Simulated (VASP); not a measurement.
# Ge in VASP: settings compared, part 2 of 2

VASP 6.6.1.

## 5. Single point, PBE

File INCAR:

```
SYSTEM = Ge
  PREC = Accurate
  ENCUT = 520
  EDIFF = 1E-6
  ISMEAR = 0
  SIGMA = 0.05
  LREAL = .False.
  LASPH = .True.
  NELM = 80
  ALGO = Normal
  ISIF = 2
  LWAVE = .False.
  LCHARG = .False.
  GGA = PE
  NBANDS = 13
```

File KPOINTS:

```
Automatic mesh
0
Gamma
  8 8 7
  0 0 0
```

File POSCAR:

```
Ge
1.0
    1.3670230000     -2.6325480000      0.0133260000
    1.3600710000      2.6288130000      0.0077580000
    0.0203590000     -0.0028880000      2.7331880000
Ge
1
Direct
    0.5176120000      0.5148350000     -0.0070280000
```

Potentials or basis: VASP PAW PBE potentials, release 64 (Ge_d).

The run is started by

```sh
cat potpaw_PBE.64/Ge_d/POTCAR > POTCAR
mpirun -np 1 vasp_std > vasp.out
```

OUTCAR:

```text
SYSTEM = Ge
   PREC = Accurate
   ENCUT = 520
   EDIFF = 1E-6
   ISMEAR = 0
   LREAL = .False.
   LASPH = .True.
   NELM = 80
   ISIF = 2
   GGA = PE

 ion  position               nearest neighbor table
   1  0.518  0.515  0.993-

  LATTYP: Found a triclinic cell.
 ALAT       =     6.1963513777
 B/A-ratio  =     0.6183800020
 C/A-ratio  =     1.0543042219
 COS(alpha) =     0.0016543665
 COS(beta)  =     0.6214728920
 COS(gamma) =     0.7741971024

  Lattice vectors:

 A1 = (   1.3263050000,  -2.6267720000,  -5.4530500000)
 A2 = (   2.7067350000,  -0.0008470000,  -2.7121040000)
 A3 = (  -2.7405010000,  -5.2547380000,  -2.7487040000)

Analysis of symmetry for initial positions (statically):
=====================================================================
 Subroutine PRICEL returns:
 Original cell was already a primitive cell.

 Routine SETGRP: Setting up the symmetry group for a
 triclinic supercell.

 Subroutine GETGRP returns: Found  2 space group operations
 (whereof  1 operations were pure point group operations)
 out of a pool of  2 trial point group operations.

The static configuration has the point symmetry C_1 .
 The point group associated with its full space group is S_2 .

[... 165 lines left out ...]
 Fermi energy:         6.1256062789

 k-point     1 :       0.0000    0.0000    0.0000
  band No.  band energies     occupation
      1     -18.5351      2.00000
      2     -18.5000      2.00000
      3     -18.4240      2.00000
      4     -18.3329      2.00000
      5     -18.3057      2.00000
      6      -6.6682      2.00000
      7      12.3823      0.00000
      8      13.1138      0.00000
      9      15.5789      0.00000
     10      16.0268      0.00000
     11      18.1728      0.00000
     12      21.6964      0.00000
     13      22.0824      0.00000
[... 354 lines left out ...]
  band No.  band energies     occupation
      1     -18.4668      2.00000
      2     -18.4330      2.00000
      3     -18.3702      2.00000
      4     -18.3618      2.00000
      5     -18.3525      2.00000
      6      -0.7864      2.00000
      7       2.2214      2.00000
      8       4.2515      2.00000
      9      16.8593      0.00000
     10      20.9595      0.00000
     11      22.8035      0.00000
     12      23.4880      0.00000
     13      24.0488      0.00000

 [... further k-points ...]
[... 5 lines left out ...]
  --------------------------------------------------------------------------------------
  -------------------------------------------------------------------------------------
  Total        0.3469229     -0.4161160     -0.1675477     -0.0011774      0.0087967     -0.0099341
  in kB       28.3486307    -34.0027112    -13.6910741     -0.0962143      0.7188181     -0.8117633
  external PRESSURE =      -6.4483849 kB  Pullay stress =       0.0000000 kB

 VOLUME and BASIS-vectors are now :
 -----------------------------------------------------------------------------
  energy-cutoff  :      520.00
  volume of cell :       19.61
      direct lattice vectors                 reciprocal lattice vectors
     1.367023000 -2.632548000  0.013326000     0.366453698 -0.189583784 -0.002929966
     1.360071000  2.628813000  0.007758000     0.366971245  0.190547101 -0.002532159
     0.020359000 -0.002888000  2.733188000    -0.002828318  0.000383482  0.365894585

 POSITION                                       TOTAL-FORCE (eV/Angst)
 -----------------------------------------------------------------------------------
      1.42802     -0.01210      2.72487         0.000000     -0.000000      0.000000
 -----------------------------------------------------------------------------------
    total drift:                                0.000048     -0.000050      0.000347

  FREE ENERGIE OF THE ION-ELECTRON SYSTEM (eV)
  ---------------------------------------------------
  free  energy   TOTEN  =        -4.2484207444 eV

  energy  without entropy=       -4.2474143763  energy(sigma->0) =       -4.24791756
```

OSZICAR:

```text
N       E                     dE             d eps       ncg     rms          rms(c)
DAV:   1     0.631068778753E+02    0.63107E+02   -0.71482E+03  6309   0.294E+03
DAV:   2     0.140725871596E+01   -0.61700E+02   -0.58990E+02  6251   0.411E+02
DAV:   3    -0.417839456475E+01   -0.55857E+01   -0.55602E+01  6666   0.724E+01
DAV:   4    -0.425767540541E+01   -0.79281E-01   -0.79271E-01  6816   0.934E+00
DAV:   5    -0.425851431921E+01   -0.83891E-03   -0.83891E-03  6871   0.107E+00    0.131E+00
DAV:   6    -0.425121702501E+01    0.72973E-02   -0.69157E-03  7414   0.187E+00    0.744E-01
DAV:   7    -0.424848845625E+01    0.27286E-02   -0.56096E-03  7944   0.145E+00    0.716E-02
DAV:   8    -0.424841672726E+01    0.71729E-04   -0.64725E-04  7106   0.562E-01    0.257E-02
DAV:   9    -0.424842117879E+01   -0.44515E-05   -0.13650E-05  7191   0.528E-02    0.938E-03
DAV:  10    -0.424842074444E+01    0.43435E-06   -0.76977E-07  4683   0.159E-02
   1 F= -.42484207E+01 E0= -.42479176E+01  d E =-.100637E-02
```

Wall time 20 s (1 thread of Intel Xeon Platinum 8259CL at 2.50GHz (Skylake/Cascade Lake), shared host); peak memory 0.17 GiB.

What came out:

| Quantity | Value |
| --- | --- |
| Free energy | -4.2484 eV |
| Pressure | -0.6 GPa |
| Band gap on the k mesh | zero (bands 7 and 8 overlap by 8.13 eV) |

Levels at points of the mesh, in eV from the Fermi level:
```
           k point  band 5  band 6  band 7  band 8  band 9  band 10
(0.00, 0.00, 0.00)  -24.43  -12.79    6.26    6.99    9.45     9.90
(0.50, 0.00, 0.00)  -24.45   -7.43   -5.17    3.52    7.54    10.35
(0.00, 0.50, 0.00)  -24.45   -7.40   -5.16    3.44    7.47    10.38
(0.50, 0.50, 0.00)  -24.44   -8.75   -5.47    6.19    9.34    10.02
```

## 6. Single point, LDA

File INCAR:

```
SYSTEM = Ge
ALGO = Normal
EDIFF = 1E-6
ENCUT = 520
ISIF = 2
ISMEAR = 1
LASPH = .True.
LCHARG = .False.
LREAL = .False.
LWAVE = .False.
NBANDS = 13
NELM = 100
PREC = Accurate
SIGMA = 0.05
```

File KPOINTS:

```
k-points
0
Gamma
  12 12 11
  0 0 0
```

File POSCAR:

```
Ge
1.0
    1.3971490000     -2.6005160000      0.0000000000
    1.3971490000      2.6005160000      0.0000000000
    0.0000000000      0.0000000000      2.6982310000
Ge
1
Direct
    0.5000000000      0.5000000000      0.0000000000
```

Potentials or basis: VASP PAW LDA potentials, release 64 (Ge_d).

The run is started by

```sh
cat potpaw_LDA.64/Ge_d/POTCAR > POTCAR
mpirun -np 1 vasp_std > vasp.out
```

Wall time 22 s (1 thread of Intel Xeon Platinum 8259CL at 2.50GHz (Skylake/Cascade Lake), shared host); peak memory 0.17 GiB.

Results (log left out):

```yaml
Free_energy: -4.9569 eV
Pressure: -5.9 GPa
Band_gap_on_the_k_mesh: zero (bands 7 and 8 overlap by 9.75 eV)
```

Stress tensor (GPa, compression positive):
```
-5.37  0.00  0.00
 0.00 -8.22  0.00
 0.00  0.00 -4.03
```

Levels at points of the mesh, in eV from the Fermi level:
| k point | band 5 | band 6 | band 7 | band 8 | band 9 | band 10 |
| --- | --- | --- | --- | --- | --- | --- |
| (0.00, 0.00, 0.00) | -24.61 | -12.88 | 6.58 | 7.02 | 8.50 | 10.24 |
| (0.50, 0.00, 0.00) | -24.64 | -7.87 | -5.27 | 3.38 | 7.53 | 10.37 |
| (0.50, 0.50, 0.00) | -24.62 | -8.73 | -5.49 | 5.14 | 9.20 | 9.72 |

Caveat: the cell stands under tension.

## 7. Summary

| level | potentials or basis | cell | k mesh | smearing | gap on the mesh (eV) | pressure (GPa) |
| --- | --- | --- | --- | --- | --- | --- |
| r2SCAN | VASP PAW PBE potentials, release 64 (Ge_d) | a = 2.952, b = 2.952, c = 2.698 Å, angles 90.0, 90.0, 123.5°, 1 atom | 9 × 9 × 8 | methfessel-paxton 0.01 eV | none | -3.2 |
| r2SCAN | VASP PAW PBE potentials, release 64 (Ge_d) | a = 2.952, b = 2.952, c = 2.698 Å, angles 90.0, 90.0, 123.5°, 1 atom | 9 × 9 × 8 | methfessel-paxton 0.005 eV | none | -3.1 |
| PBE | VASP PAW PBE potentials, release 64 (Ge_d) | a = 2.966, b = 2.960, c = 2.733 Å, angles 89.7, 89.5, 125.2°, 1 atom | 8 × 8 × 7 | gaussian 0.05 eV | none | -0.6 |
| LDA | VASP PAW LDA potentials, release 64 (Ge_d) | a = 2.952, b = 2.952, c = 2.698 Å, angles 90.0, 90.0, 123.5°, 1 atom | 12 × 12 × 11 | methfessel-paxton 0.05 eV | none | -5.9 |

Alike in all rows: task single point; no spin polarisation; cutoff (eV) 520.

Caveats: the cell stands under tension (at least some runs); the PAW data sets were made with another functional, which shifts forces and pressure a little (at least some runs).

Absolute energies hang on the potentials; compare differences alone.
